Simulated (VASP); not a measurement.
Input of a VASP 6.6.1 run:

INCAR

```
  PREC = Accurate
  ENCUT = 600
  EDIFF = 1E-6
  ISMEAR = 0
  SIGMA = 0.1
  LREAL = False
  LASPH = True
  NELM = 100
  ALGO = Normal
  ISIF = 3
  LWAVE = False
  LCHARG = False
  GGA = PE
  IBRION = 2
  NSW = 100
  EDIFFG = -0.01
```

Contents of KPOINTS:

```
Automatic mesh
0
Gamma
  12 12 12
```

File POSCAR:

```
GaC4
1.0
   -2.3553598305      2.3553598305      2.3553598305
    2.3553598305     -2.3553598305      2.3553598305
    2.3553598305      2.3553598305     -2.3553598305
Ga C
1 4
Direct
    0.0000000000      0.0000000000      0.0000000000
    0.5000000000      0.5000000000      0.5000000000
    0.5000000000      0.0000000000      0.0000000000
    0.0000000000      0.0000000000      0.5000000000
    0.0000000000      0.5000000000      0.0000000000
```

Potentials or basis: VASP PAW PBE potentials, release 64 (Ga_d, C).

The run is started by

```console
$ cat potpaw_PBE.64/Ga_d/POTCAR potpaw_PBE.64/C/POTCAR > POTCAR
$ mpirun -np 1 vasp_std > vasp.out
```

**Question.** What does it give for the band gap on the k mesh?

**Answer.** Zero (an odd number of electrons rules out a gap without spin polarisation).

**Question.** Predict the relaxed volume.

**Answer.** 10.50 Å³/atom.

**Question.** What does it give for the relaxed cell?

**Answer.** a = 4.086 Å, b = 4.086 Å, c = 4.086 Å, α = 109.47°, β = 109.47°, γ = 109.47°.

Step by step:
| step | energy change (eV) | largest force (eV/Å) | pressure (GPa) | volume (Å³) |
| --- | --- | --- | --- | --- |
| 1 | 0.0000 | 0.0000 | 0.49 | 52.27 |
| 2 | -0.0003 | 0.0000 | -0.05 | 52.51 |
